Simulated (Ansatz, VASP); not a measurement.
One calculation of In3As, two programs

```
CELL_PARAMETERS angstrom
4.60214 0.00000 0.00000
0.00000 4.60214 0.00000
0.00000 0.00000 4.60214
ATOMIC_POSITIONS crystal
In 0.00000 0.50000 0.50000
In 0.50000 0.00000 0.50000
In 0.50000 0.50000 0.00000
As 0.00000 0.00000 0.00000
```

Alike in both runs: task single point; functional PBE; dispersion D3(BJ); k mesh 10 × 10 × 10; occupations gaussian, width 0.15 eV; no spin polarisation.

```csv
,VASP,Ansatz
version,VASP 6.6.1,Ansatz 0.2.0
potentials or method,"VASP PAW PBE potentials, release 64 (In_d, As), cutoff 520 eV","scalar-relativistic, plane waves, PAW"
valence electrons in the cell,44,54
```

|  | VASP | Ansatz | Ansatz less VASP |
| --- | --- | --- | --- |
| gap on the k mesh at the Fermi level (eV) | none | none | - |
| pressure (GPa) | 0.0 | 0.0 | 0.00 |

A gap of «none» marks a metal or a gap that the smearing closes. VASP's potentials hold 44 valence electrons a cell and Ansatz's 54, so a difference there can come from the potentials and not from the codes.
